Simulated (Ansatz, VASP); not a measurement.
## Two plane-wave programs on Cu

Contents of INCAR:

```
SYSTEM = Cu
PREC = Accurate
ENCUT = 520
EDIFF = 1E-7
ISMEAR = 0
SIGMA = 0.15
LREAL = .FALSE.
LASPH = .TRUE.
NELM = 60
ALGO = Fast
ISIF = 2
LWAVE = .FALSE.
LCHARG = .FALSE.
GGA = PS
NBANDS = 18
```

KPOINTS

```
regular mesh
0
G
  24 24 12
  0 0 0
```

File POSCAR:

```
Cu
1.0
    2.5199220639      0.0000000000      0.0000000000
   -1.2599610319      2.1823165229      0.0000000000
    0.0000000000      0.0000000000      3.9532537338
Cu
2
Direct
    0.3333333333      0.6666666667      0.2500000000
    0.6666666667      0.3333333333      0.7500000000
```

Input for Ansatz:

```yaml
crystal:
  lattice:
    - [2.5199220639, 0.0, 0.0]
    - [-1.2599610319, 2.1823165229, 0.0]
    - [0.0, 0.0, 3.9532537338]
  atoms:
    - { symbol: Cu, position: [0.3333333333, 0.6666666667, 0.25] }
    - { symbol: Cu, position: [0.6666666667, 0.3333333333, 0.75] }
basis:
  ecutwfc: 520.0
kpoints:
  mp_grid: { grid: [24, 24, 12] }
hamiltonian:
  xc: pbesol
  pseudopotentials: { kind: paw }
scf:
  occupations: { method: gaussian, width: 0.15 }
output:
  forces: true
  stress: true
  eigenvalues: true
```

Alike in both runs: task single point; functional PBEsol; k mesh 24 × 24 × 12; occupations gaussian, width 0.15 eV; no spin polarisation.

```csv
,VASP,Ansatz
version,VASP 6.6.1,Ansatz 0.2.0
potentials or method,"VASP PAW PBE potentials, release 64 (Cu), cutoff 520 eV","scalar-relativistic, plane waves, PAW"
valence electrons in the cell,22,38
```

Ansatz gave:

| Quantity | Value |
| --- | --- |
| gap on the k mesh at the Fermi level (eV) | none |
| pressure (GPa) | 7.9 |
| traceless stress, the component that is largest in VASP (GPa) | 6.58 |

Problem. What did VASP give for the same quantities?

Solution. gap on the k mesh at the Fermi level (eV): none; pressure (GPa): 8.7; traceless stress, the component that is largest in VASP (GPa): 6.56.

VASP's potentials were made for PBE, not for PBEsol. A gap of «none» marks a metal or a gap that the smearing closes. VASP's potentials hold 22 valence electrons a cell and Ansatz's 38, so a difference there can come from the potentials and not from the codes.
